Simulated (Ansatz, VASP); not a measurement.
One calculation of MgZnS, two programs

```xyz
6
Lattice="3.6419 0.0000 0.0000 0.0000 3.6419 0.0000 0.0000 0.0000 8.1594" Properties=species:S:1:pos:R:3 pbc="T T T"
Mg    1.8210    0.0000    6.7600
Mg    0.0000    1.8210    1.3994
Zn    0.0000    1.8210    4.3734
Zn    1.8210    0.0000    3.7860
S     0.0000    1.8210    6.8622
S     1.8210    0.0000    1.2973
```

Change from the starting cell: species swapped into the GaReSi type (P4/nmm, No. 129).

Alike in both runs: functional PBE; k mesh 8 × 8 × 4; occupations gaussian, width 0.1 eV; no spin polarisation.

Ansatz relaxed the structure, and its values are those at the end. VASP's run is a single point on that final structure, the one shown.

```csv
,VASP,Ansatz
version,VASP 6.6.1,Ansatz 0.2.0
potentials or method,"VASP PAW PBE potentials, release 64 (Mg, Zn, S), cutoff 600 eV","scalar-relativistic, plane waves, PAW"
valence electrons in the cell,40,56
```

VASP gave:

| Property | Result |
| --- | --- |
| gap on the k mesh at the Fermi level (eV) | none |
| pressure (GPa) | -0.1 |
| rms of the force components (eV/Å) | 0.011 |

Problem. What did Ansatz give for the same quantities?

Solution. gap on the k mesh at the Fermi level (eV): none; pressure (GPa): 0.0; rms of the force components (eV/Å): 0.005.

A gap of «none» marks a metal or a gap that the smearing closes. VASP's potentials hold 40 valence electrons a cell and Ansatz's 56, so a difference there can come from the potentials and not from the codes.
